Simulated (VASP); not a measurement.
# Li2Ag3: relaxation of cell and atoms with PBE

Li2Ag3:

```xyz
5
Lattice="4.6057 0.0000 0.0000 0.0000 4.6057 0.0000 0.0000 0.0000 4.6057" Properties=species:S:1:pos:R:3 pbc="T T T"
Li    0.0000    0.0000    0.0000
Li    2.3028    2.3028    2.3028
Ag    2.3028    0.0000    0.0000
Ag    0.0000    2.3028    0.0000
Ag    0.0000    0.0000    2.3028
```

```yaml
Program: VASP 6.6.1
Task: relaxation of cell and atoms
Functional: PBE
Potentials_or_basis: VASP PAW PBE potentials, release 64 (Li_sv, Ag)
Cutoff: 600 eV
k_mesh: 8 × 8 × 8
Occupations: gaussian, width 0.1 eV
Spin: no spin polarisation
Dipole_correction: no
Further_INCAR_settings: ALGO = Normal; EDIFF = 1e-06; IBRION = 2; EDIFFG = -0.01; NSW = 100; ISIF = 3
```

```yaml
Pressure_after_relaxing: 0.0 GPa
```

Final structure:
```yaml
crystal:
  lattice:
    - [4.60568, 0.00000, 0.00000]
    - [0.00000, 4.60568, 0.00000]
    - [0.00000, 0.00000, 4.60568]
  atoms:
    - { symbol: Li, position: [0.00000, 0.00000, 0.00000] }
    - { symbol: Li, position: [0.50000, 0.50000, 0.50000] }
    - { symbol: Ag, position: [0.50000, 0.00000, 0.00000] }
    - { symbol: Ag, position: [0.00000, 0.50000, 0.00000] }
    - { symbol: Ag, position: [0.00000, 0.00000, 0.50000] }
```

Levels at points of the mesh, in eV from the Fermi level:
```
           k point  band 17  band 18  band 19  band 20  band 21  band 22
(0.00, 0.00, 0.00)    -3.56    -3.49     0.51     0.51     0.51     3.11
(0.50, 0.00, 0.00)    -3.56    -3.54    -3.51     2.41     2.41     3.88
(0.50, 0.50, 0.00)    -3.86    -2.03    -1.56    -1.56    -0.18     4.30
(0.50, 0.50, 0.50)    -3.58    -0.05     0.03     0.03     0.03     0.35
```

Run time: 50 s on 1 thread of Intel(R) Xeon(R) Platinum 8559C (Emerald Rapids) (shared host), peak memory 0.27 GiB.

Caveat: the cutoff is under 1.25 times the usual one of these potentials, so pressure, stress and relaxed cells hold a basis-set (Pulay) error; the relaxation stopped at its first step, so nothing moved.
